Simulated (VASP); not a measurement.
Te, 1 atom in the cell. Symmetry: P6/mmm, No. 191, hexagonal system. The conventional cell has a = 2.636 Å, b = 2.636 Å, c = 2.477 Å, α = 90.00°, β = 90.00°, γ = 120.00°. Within 3.3 Å of Te (site symmetry 6/mmm) lie 8 Te at 2.48 to 2.64 Å. This isn't the form of Te at room conditions, which is trigonal, of chains.

- Program: VASP 6.6.1
- Task: single point
- Functional: PBE
- Potentials or basis: VASP PAW PBE potentials, release 64 (Te)
- Cutoff: 520 eV
- k mesh: 17 × 17 × 15
- Occupations: fermi-dirac, width 0.1 eV
- Spin: no spin polarisation
- Dipole correction: no
- Further INCAR settings: ALGO = Normal; EDIFF = 1e-06; NBANDS = 9

Potentials or basis: VASP PAW PBE potentials, release 64 (Te).

The run is started by

```sh
$ cat potpaw_PBE.64/Te/POTCAR > POTCAR
$ mpirun -np 1 vasp_std > vasp.out
```

Hardware: 1 thread of AMD EPYC 7R13, with other jobs on the host.

Q: Estimate the wall time of this run.

A: Wall time 30 s on 1 thread of AMD EPYC 7R13 (shared host), peak memory 0.15 GiB. Counts: scf iterations 10, k points 264.
